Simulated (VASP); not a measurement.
Crystal: WAu.

```xyz
2
Lattice="0.0000 2.7480 2.7480 2.7480 0.0000 2.7480 2.7480 2.7480 0.0000" Properties=species:S:1:pos:R:3 pbc="T T T"
W     0.0000    0.0000    0.0000
Au    4.1220    4.1220    4.1220
```

Program: VASP 6.6.1. Alike in all runs: task single point; no spin polarisation; cell as given; k mesh 8 × 8 × 8; cutoff (eV) 520.

Question: Order these runs on this cell by their pressure, lowest first.
A. level LDA; potentials or basis VASP PAW LDA potentials, release 64 (W_sv, Au); smearing fermi-dirac 0.05 eV
B. level PBEsol; potentials or basis VASP PAW PBE potentials, release 64 (W_sv, Au); smearing fermi-dirac 0.05 eV
C. level PBE; potentials or basis VASP PAW PBE potentials, release 64 (W_sv, Au); smearing gaussian 0.011 eV

Answer: A (23.7 GPa), B (26.6 GPa), C (33.1 GPa).

Caveats: the cell stands under pressure; the PAW data sets were made with another functional, which shifts forces and pressure a little (at least some runs).
